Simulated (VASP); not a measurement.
Runs of VASP 6.6.1 on Y. The structure is that of space group Fm-3m (No. 225), or close to it. The cells are those of the table. 

```tsv
task	spin	cell	k mesh	cutoff (eV)	smearing	gap on the mesh (eV)	pressure (GPa)	moment (μB)
single point	off	a = 3.513 Å, angles 60.0°, 1 atom	12 × 12 × 12	520	fermi-dirac 0.1 eV	none	3.7	-
single point	off	a = 3.612 Å, angles 60.0°, 1 atom	17 × 17 × 17	520	fermi-dirac 0.1 eV	none	0.2	-
single point	off	a = 3.612 Å, angles 60.0°, 1 atom	12 × 12 × 12	520	fermi-dirac 0.1 eV	none	0.2	-
single point	off	a = 3.461 Å, angles 60.0°, 1 atom	12 × 12 × 12	520	fermi-dirac 0.1 eV	none	5.9	-
single point	off	a = 3.563 Å, angles 60.0°, 1 atom	12 × 12 × 12	520	fermi-dirac 0.1 eV	none	(b)	-
single point	collinear, ferromagnetic start	a = 3.607 Å, angles 60.0°, 1 atom	11 × 11 × 11	520	fermi-dirac 0.05 eV	none	0.1	0.00
single point	off	a = 3.612 Å, angles 60.0°, 1 atom	11 × 11 × 11	520	fermi-dirac 0.1 eV	none	0.1	-
single point	non-collinear, zero start, SOC	a = 3.612 Å, angles 60.0°, 1 atom	11 × 11 × 11	520	fermi-dirac 0.1 eV	-	0.1	0.00
relaxation of cell and atoms	off	relaxed from a = 3.601 Å, angles 60.0°, 1 atom	11 × 11 × 11	600	fermi-dirac 0.1 eV	none	0.0	-
single point	off	a = 3.659 Å, angles 60.0°, 1 atom	12 × 12 × 12	520	fermi-dirac 0.1 eV	none	(a)	-
single point	off	a = 3.706 Å, angles 60.0°, 1 atom	12 × 12 × 12	520	fermi-dirac 0.1 eV	none	-2.4	-
single point	off	a = 3.751 Å, angles 60.0°, 1 atom	12 × 12 × 12	520	fermi-dirac 0.1 eV	none	-3.4	-
```

Alike in all rows: level r2SCAN; potentials or basis VASP PAW PBE potentials, release 64 (Y_sv).

Question: Fill in the values left out.

Answer: (a) -1.2; (b) 1.8.

Caveats: the PAW data sets were made with another functional, which shifts forces and pressure a little.

A k mesh can miss the band edges, and rows without SOC leave out spin-orbit coupling on Y.

A gap of «none» marks levels without a gap at the run's occupations.
